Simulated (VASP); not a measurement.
# Tb5C (F-43m) in VASP: a series of runs, part 2 of 2

VASP 6.6.1.

### 4 Relaxation of cell and atoms, PBE

INCAR reads:

```
SYSTEM = Tb5C
PREC     = Accurate       ! precision mode
ENCUT    = 600            ! plane-wave cutoff, eV
EDIFF    = 1E-7           ! SCF threshold, eV
ISMEAR   = 0              ! smearing method
SIGMA    = 0.1            ! smearing width, eV
LREAL    = .FALSE.        ! projectors in reciprocal space
LASPH    = .TRUE.         ! aspherical terms in the spheres
NELM     = 200            ! most SCF steps
ALGO     = Normal         ! electronic algorithm
ISIF     = 3              ! what is computed and relaxed
LWAVE    = .FALSE.        ! write WAVECAR
LCHARG   = .FALSE.        ! write CHGCAR
GGA      = PE             ! functional
IBRION   = 2              ! ionic algorithm
NSW      = 90             ! ionic steps
EDIFFG   = -0.04          ! ionic threshold
GGA_COMPAT= .FALSE.      
NELMIN   = 4            
LMAXMIX  = 6              ! l up to which the mixer works
```

KPOINTS reads:

```
regular mesh
0
G
  4 4 4
  0 0 0
```

POSCAR reads:

```
Tb5C
1.0
    0.0000000000      4.1616825300      4.1616825300
    4.1616825300      0.0000000000      4.1616825300
    4.1616825300      4.1616825300      0.0000000000
Tb C
5 1
Direct
    0.3750000000      0.3750000000      0.8750000000
    0.3750000000      0.8750000000      0.3750000000
    0.8750000000      0.3750000000      0.3750000000
    0.3750000000      0.3750000000      0.3750000000
    0.7500000000      0.7500000000      0.7500000000
    0.0000000000      0.0000000000      0.0000000000
```

Started as:

```sh
$ cat potpaw_PBE.64/Tb_3/POTCAR potpaw_PBE.64/C/POTCAR > POTCAR
$ mpirun -np 1 vasp_std > vasp.out
```

Wall time 2.7 min (1 thread of AMD EPYC 9R14 (Zen 4), shared host); peak memory 0.31 GiB.

The run converged. Its results:

* Free energy: -24.1756 eV
* Relaxed volume: 29.69 Å³/atom
* Relaxed cell: a = 6.316 Å, b = 6.316 Å, c = 6.316 Å, α = 60.00°, β = 60.00°, γ = 60.00°
* Space group after relaxing (to 0.1 Å): F-43m (No. 216)
* Energy gained by relaxing: 150.0 meV/atom
* Ionic steps: 5
* Pressure after relaxing: 0.0 GPa
* Band gap on the k mesh: zero (an odd number of electrons rules out a gap without spin polarisation)

Step by step:
```
step  energy change (eV)  largest force (eV/Å)  pressure (GPa)  volume (Å³)
   1              0.0000                0.2621            9.85       144.16
   2             -0.8924                0.2581            0.11       177.21
   3             -0.8924                0.2613            0.05       177.52
   4             -0.9001                0.0403           -0.01       178.05
   5             -0.9002                0.0010           -0.01       178.15
```

Final structure:
```xyz
6
Lattice="0.0000 4.4660 4.4660 4.4660 0.0000 4.4660 4.4660 4.4660 0.0000" Properties=species:S:1:pos:R:3 pbc="T T T"
Tb    5.5818    5.5818    3.3501
Tb    5.5818    3.3501    5.5818
Tb    3.3501    5.5818    5.5818
Tb    3.3501    3.3501    3.3501
Tb    6.6989    6.6989    6.6989
C     0.0000    0.0000    0.0000
```

Levels at points of the mesh, in eV from the Fermi level:
```csv
k point,band 20,band 21,band 22,band 23,band 24,band 25,band 26,band 27,band 28,band 29
"(0.00, 0.00, 0.00)",-1.64,-1.64,-1.54,-1.54,-1.54,0.02,0.02,0.67,0.67,0.67
"(0.50, 0.00, 0.00)",-1.38,-1.10,-0.74,-0.74,-0.41,-0.02,-0.02,0.63,0.63,0.75
"(0.50, 0.50, 0.00)",-1.39,-1.33,-0.68,-0.44,-0.44,0.03,0.29,0.51,0.88,0.95
```

Caveat: the volume moved by over 15 % at a fixed basis, so the end points are rough; spin-orbit coupling is left out, which moves the levels of the heavy elements; the 4f electrons are frozen in the core, so they carry no moment and show no levels. Spin polarisation is off, so any magnetic state and its effect on volume and gap are missing.

### 5 Single point, PBE

This run uses another cell than the first one, of 29.64 Å³/atom.

INCAR reads:

```
ALGO     = Normal         # electronic algorithm
EDIFF    = 1E-6           # SCF threshold, eV
ENCUT    = 600            # plane-wave cutoff, eV
GGA      = PE             # functional
GGA_COMPAT= False        
ISIF     = 2              # what is computed and relaxed
ISMEAR   = 0              # smearing method
LASPH    = True           # aspherical terms in the spheres
LCHARG   = False          # write CHGCAR
LMAXMIX  = 6              # l up to which the mixer works
LREAL    = False          # projectors in reciprocal space
LWAVE    = False          # write WAVECAR
NBANDS   = 34             # bands
NELM     = 200            # most SCF steps
PREC     = Accurate       # precision mode
SIGMA    = 0.1            # smearing width, eV
```

KPOINTS reads:

```
k-points
0
Gamma
  8 8 8
```

POSCAR reads:

```
Tb5C
1.0
    0.0000000000      4.4636054765      4.4636054765
    4.4636054765      0.0000000000      4.4636054765
    4.4636054765      4.4636054765      0.0000000000
Tb C
5 1
Direct
    0.6247703940      0.6247703940      0.6247703940
    0.1256888181      0.6247703940      0.6247703940
    0.6247703940      0.6247703940      0.1256888181
    0.6247703940      0.1256888181      0.6247703940
    0.2500000000      0.2500000000      0.2500000000
    0.0000000000      0.0000000000      0.0000000000
```

Started as:

```sh
$ cat potpaw_PBE.64/Tb_3/POTCAR potpaw_PBE.64/C/POTCAR > POTCAR
$ mpirun -np 1 vasp_std > vasp.out
```

Wall time 3 min (1 thread of AMD EPYC 9R14 (Zen 4), shared host); peak memory 0.41 GiB.

It converged, with:

```
Free energy            : -24.1532 eV
Pressure               : 0.3 GPa
Largest force          : 0.008 eV/Å
Band gap on the k mesh : zero (an odd number of electrons rules out a gap without spin polarisation)
```

Forces on the atoms (eV/Å):
```
Tb   0.004  0.004  0.004
Tb   0.004 -0.004 -0.004
Tb  -0.004 -0.004  0.004
Tb  -0.004  0.004 -0.004
Tb   0.000  0.000  0.000
C    0.000  0.000  0.000
```

Levels at points of the mesh, in eV from the Fermi level:
| k point | band 22 | band 23 | band 24 | band 25 | band 26 | band 27 |
| --- | --- | --- | --- | --- | --- | --- |
| (0.00, 0.00, 0.00) | -1.55 | -1.55 | -1.55 | 0.01 | 0.01 | 0.67 |
| (0.50, 0.00, 0.00) | -0.74 | -0.74 | -0.42 | -0.03 | -0.03 | 0.63 |
| (0.50, 0.50, 0.00) | -0.68 | -0.44 | -0.44 | 0.01 | 0.30 | 0.51 |

Caveat: spin-orbit coupling is left out, which moves the levels of the heavy elements; the 4f electrons are frozen in the core, so they carry no moment and show no levels.

### 6 Relaxation of cell and atoms, PBE

This run uses another cell than the first one, of 29.23 Å³/atom.

INCAR reads:

```
SYSTEM = Tb5C
  PREC = Accurate
  ENCUT = 600
  EDIFF = 1E-7
  ISMEAR = 0
  SIGMA = 0.1
  LREAL = .FALSE.
  LASPH = .TRUE.
  NELM = 200
  ALGO = Normal
  ISIF = 3
  LWAVE = .FALSE.
  LCHARG = .FALSE.
  GGA = PE
  IBRION = 2
  NSW = 100
  EDIFFG = -0.01
  GGA_COMPAT = .FALSE.
  NELMIN = 4
  LMAXMIX = 6
```

KPOINTS reads:

```
regular mesh
0
G
  8 8 8
  0 0 0
```

POSCAR reads:

```
Tb5C
1.0
    0.0000000000      4.4429831677      4.4429831677
    4.4429831677      0.0000000000      4.4429831677
    4.4429831677      4.4429831677      0.0000000000
Tb C
5 1
Direct
    0.6249322376      0.6249322376      0.6249322376
    0.1252032871      0.6249322376      0.6249322376
    0.6249322376      0.6249322376      0.1252032871
    0.6249322376      0.1252032871      0.6249322376
    0.2500000000      0.2500000000      0.2500000000
    0.0000000000      0.0000000000      0.0000000000
```

Potentials or basis: VASP PAW PBE potentials, release 64 (Tb_3, C), 4f in core.

Started as:

```sh
$ cat potpaw_PBE.64/Tb_3/POTCAR potpaw_PBE.64/C/POTCAR > POTCAR
$ mpirun -np 1 vasp_std > vasp.out
```

Run time: 8.2 min. Hardware: 1 thread of AMD EPYC 9R14 (Zen 4), shared host; peak memory 0.42 GiB.

Results (log left out):

- Free energy: -24.1542 eV
- Relaxed volume: 29.90 Å³/atom
- Relaxed cell: a = 6.331 Å, b = 6.331 Å, c = 6.331 Å, α = 60.00°, β = 60.00°, γ = 60.00°
- Space group after relaxing (to 0.1 Å): F-43m (No. 216)
- Energy gained by relaxing: 1.4 meV/atom
- Ionic steps: 5
- Pressure after relaxing: 0.0 GPa
- Band gap on the k mesh: zero (an odd number of electrons rules out a gap without spin polarisation)

Step by step:
| step | energy change (eV) | largest force (eV/Å) | pressure (GPa) | volume (Å³) |
| --- | --- | --- | --- | --- |
| 1 | 0.0000 | 0.0248 | 0.70 | 175.41 |
| 2 | -0.0083 | 0.0192 | 0.12 | 178.65 |
| 3 | -0.0086 | 0.0182 | 0.00 | 179.34 |
| 4 | -0.0086 | 0.0181 | -0.02 | 179.42 |
| 5 | -0.0086 | 0.0016 | -0.01 | 179.42 |

Final structure:
```
Tb C
1.0
     0.00000    4.47657    4.47657
     4.47657    0.00000    4.47657
     4.47657    4.47657    0.00000
Tb C
5 1
Cartesian
  5.5937 5.5937 5.5937
  5.5937 3.3594 3.3594
  3.3594 3.3594 5.5937
  3.3594 5.5937 3.3594
  2.2383 2.2383 2.2383
  0.0000 0.0000 0.0000
```

Levels at points of the mesh, in eV from the Fermi level:
| k point | band 20 | band 21 | band 22 | band 23 | band 24 | band 25 | band 26 | band 27 | band 28 | band 29 |
| --- | --- | --- | --- | --- | --- | --- | --- | --- | --- | --- |
| (0.00, 0.00, 0.00) | -1.62 | -1.62 | -1.53 | -1.53 | -1.53 | 0.02 | 0.02 | 0.66 | 0.66 | 0.66 |
| (0.50, 0.00, 0.00) | -1.37 | -1.09 | -0.73 | -0.73 | -0.43 | -0.02 | -0.02 | 0.62 | 0.62 | 0.74 |
| (0.50, 0.50, 0.00) | -1.37 | -1.33 | -0.67 | -0.44 | -0.44 | 0.02 | 0.30 | 0.51 | 0.87 | 0.94 |

Caveat: spin-orbit coupling is left out, which moves the levels of the heavy elements; the 4f electrons are frozen in the core, so they carry no moment and show no levels.

### 7 Overview

| task | cell | k mesh | gap on the mesh (eV) | pressure (GPa) | relaxed volume (Å³/atom) | largest force (eV/Å) |
| --- | --- | --- | --- | --- | --- | --- |
| single point | a = 5.886 Å, angles 60.0°, 6 atoms | 4 × 4 × 4 | none | 9.8 | - | - |
| single point | a = 6.283 Å, angles 60.0°, 6 atoms | 4 × 4 × 4 | none | 0.5 | - | 0.01 |
| relaxation of cell and atoms | relaxed from a = 5.886 Å, angles 60.0°, 6 atoms | 4 × 4 × 4 | none | 0.0 | 29.69 | - |
| single point | a = 6.312 Å, angles 60.0°, 6 atoms | 8 × 8 × 8 | none | 0.3 | - | 0.01 |
| relaxation of cell and atoms | relaxed from a = 6.283 Å, angles 60.0°, 6 atoms | 8 × 8 × 8 | none | 0.0 | 29.90 | - |

Alike in all rows: level PBE; potentials or basis VASP PAW PBE potentials, release 64 (Tb_3, C), 4f in core; no spin polarisation; cutoff (eV) 600; smearing gaussian 0.1 eV.

Caveats: spin-orbit coupling is left out, which moves the levels of the heavy elements; the 4f electrons are frozen in the core, so they carry no moment and show no levels; the cell stands under pressure (at least some runs); the volume moved by over 15 % at a fixed basis, so the end points are rough (at least some runs).

Absolute energies hang on the potentials; compare differences alone.
